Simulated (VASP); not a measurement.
**Lu3F2: single point with PBE**

Crystal: Lu3F2.

```
Lu F
1.0
     3.70263    0.00000    0.00000
    -1.85131    3.20657    0.00000
     0.00000    0.00000    9.38091
Lu F
3 2
Direct
  0.66667 0.33333 0.17673
  0.66667 0.33333 0.82327
  0.00000 0.00000 0.50000
  0.00000 0.00000 0.00000
  0.33333 0.66667 0.50000
```

The cell was built from a structure type or drawn by symmetry, and may not be a known phase.

```
Program                : VASP 6.6.1
Task                   : single point
Functional             : PBE
Potentials or basis    : VASP PAW PBE potentials, release 64 (Lu, F)
Cutoff                 : 520 eV
k mesh                 : 6 × 6 × 4
Occupations            : gaussian, width 0.1 eV
Spin                   : no spin polarisation
Dipole correction      : no
Further INCAR settings : ALGO = Normal; EDIFF = 1e-06; NBANDS = 52
```

```json
{
  "Pressure": "0.2 GPa",
  "Largest force": "0.038 eV/Å",
  "Band gap on the k mesh": "zero (an odd number of electrons rules out a gap without spin polarisation)"
}
```

Forces on the atoms (eV/Å):
```
Lu   0.000  0.000  0.038
Lu   0.000  0.000 -0.038
Lu   0.000  0.000  0.000
F    0.000  0.000  0.000
F    0.000  0.000  0.000
```

Levels at points of the mesh, in eV from the Fermi level:
```csv
k point,band 41,band 42,band 43,band 44,band 45,band 46,band 47,band 48
"(0.00, 0.00, 0.00)",-5.53,-4.63,-2.51,-1.44,0.01,1.31,1.75,1.75
"(0.50, 0.00, 0.00)",-5.46,-1.57,-0.94,-0.75,-0.41,0.19,0.81,1.23
"(0.00, 0.00, 0.50)",-5.54,-3.89,-3.76,-0.70,-0.06,1.14,1.71,1.71
"(0.50, 0.00, 0.50)",-5.46,-1.42,-1.18,-0.57,-0.33,0.12,0.27,1.50
```

It took 120 s on 1 thread of Intel(R) Xeon(R) Platinum 8488C (Sapphire Rapids) (shared host), peak memory 0.28 GiB.

Caveat: spin-orbit coupling is left out, which moves the levels of the heavy elements; an odd number of electrons without spin polarisation forces a metal; a magnetic or distorted state may lie lower.
